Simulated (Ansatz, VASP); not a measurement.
**Zr: VASP beside Ansatz**

INCAR

```
SYSTEM = Zr
  PREC = Accurate
  ENCUT = 520
  EDIFF = 1E-6
  ISMEAR = -1
  SIGMA = 0.03
  LREAL = .False.
  LASPH = .True.
  NELM = 100
  ALGO = Normal
  ISIF = 2
  LWAVE = .False.
  LCHARG = .False.
  GGA = PE
  NBANDS = 19
```

Contents of KPOINTS:

```
regular mesh
0
Gamma
  13 13 7
  0 0 0
```

The input POSCAR:

```
Zr
1.0
    3.2953868297      0.0000000000      0.0000000000
   -1.6476934148      2.8538887098      0.0000000000
    0.0000000000      0.0000000000      5.2479471970
Zr
2
Direct
    0.3333333333      0.6666666667      0.2500000000
    0.6666666667      0.3333333333      0.7500000000
```

Input for Ansatz:

```yaml
crystal:
  lattice:
    - [3.2953868297, 0.0, 0.0]
    - [-1.6476934148, 2.8538887098, 0.0]
    - [0.0, 0.0, 5.247947197]
  atoms:
    - { symbol: Zr, position: [0.3333333333, 0.6666666667, 0.25] }
    - { symbol: Zr, position: [0.6666666667, 0.3333333333, 0.75] }
kpoints:
  mp_grid: { grid: [13, 13, 7] }
scf:
  occupations: { method: fermi_dirac, width: 0.03 }
hamiltonian:
  xc: pbe
  pseudopotentials: { kind: all_electron, lapw: { basis_error: 0.00025 } }
output:
  forces: true
  stress: true
  eigenvalues: true
```

Change from the starting cell: volume scaled by 1.06.

Alike in both runs: task single point; functional PBE; k mesh 13 × 13 × 7; occupations fermi-dirac, width 0.03 eV; no spin polarisation.

|  | VASP | Ansatz |
| --- | --- | --- |
| version | VASP 6.6.1 | Ansatz 0.2.0 |
| potentials or method | VASP PAW PBE potentials, release 64 (Zr_sv), cutoff 520 eV | all-electron LAPW, scalar-relativistic |

```csv
,VASP,Ansatz,Ansatz less VASP
pressure (GPa),-4.6,-4.6,+0.01
"traceless stress, the component that is largest in VASP (GPa)",0.31,0.32,+0.002
```

Ansatz ran all-electron here, and VASP with PAW potentials.
